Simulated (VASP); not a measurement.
Write the native input for VASP 6.6.1 that does the following.

- Task: single point
- Functional: r2SCAN
- Potentials or basis: VASP PAW PBE potentials, release 64 (Ca_sv, F)
- Cutoff: 660 eV
- k mesh: 8 × 8 × 8
- Occupations: gaussian, width 0.01 eV
- Spin: no spin polarisation
- Dipole correction: no
- Further INCAR settings: ALGO = Normal; EDIFF = 1e-06; NBANDS = 19

CaF2:

```xyz
3
Lattice="0.0000 2.6829 2.6829 2.6829 0.0000 2.6829 2.6829 2.6829 0.0000" Properties=species:S:1:pos:R:3 pbc="T T T"
Ca    0.0000    0.0000    0.0000
F     1.3415    1.3415    1.3415
F     4.0244    4.0244    4.0244
```

The input as run:

POSCAR

```
CaF2
1.0
    0.0000000000      2.6829050173      2.6829050173
    2.6829050173      0.0000000000      2.6829050173
    2.6829050173      2.6829050173      0.0000000000
Ca F
1 2
Direct
    0.0000000000      0.0000000000      0.0000000000
    0.2500000000      0.2500000000      0.2500000000
    0.7500000000      0.7500000000      0.7500000000
```

INCAR.step1

```
SYSTEM = CaF2
PREC = Accurate
ENCUT = 660
ISMEAR = 0
SIGMA = 0.01
LREAL = .False.
LASPH = .True.
NELM = 120
NBANDS = 19
GGA = PE
ALGO = Normal
EDIFF = 1E-5
LWAVE = .True.
LCHARG = .False.
GGA_COMPAT = .False.
```

INCAR.step2

```
SYSTEM = CaF2
PREC = Accurate
ENCUT = 660
EDIFF = 1E-6
ISMEAR = 0
SIGMA = 0.01
LREAL = .False.
LASPH = .True.
NELM = 120
ALGO = Normal
ISIF = 2
LWAVE = .False.
LCHARG = .False.
METAGGA = R2SCAN
LMIXTAU = .True.
NBANDS = 19
ISTART = 1
GGA_COMPAT = .False.
```

KPOINTS

```
regular mesh
0
Gamma
  8 8 8
  0 0 0
```

Potentials or basis: VASP PAW PBE potentials, release 64 (Ca_sv, F).

Launch:

```sh
$ cat potpaw_PBE.64/Ca_sv/POTCAR potpaw_PBE.64/F/POTCAR > POTCAR
$ cp INCAR.step1 INCAR
$ mpirun -np 1 vasp_std > vasp.out
$ cp INCAR.step2 INCAR
$ mpirun -np 1 vasp_std > vasp.out
```

Results of the run:

```
Pressure               : 4.6 GPa
Band gap on the k mesh : 8.27 eV (least direct gap 8.54 eV)
```

Caveat: the cell stands under pressure; the PAW data sets were made with another functional, which shifts forces and pressure a little.

It took 71 s on 1 thread of Intel(R) Xeon(R) 6975P-C (Granite Rapids), with other jobs on the host, peak memory 0.2 GiB.
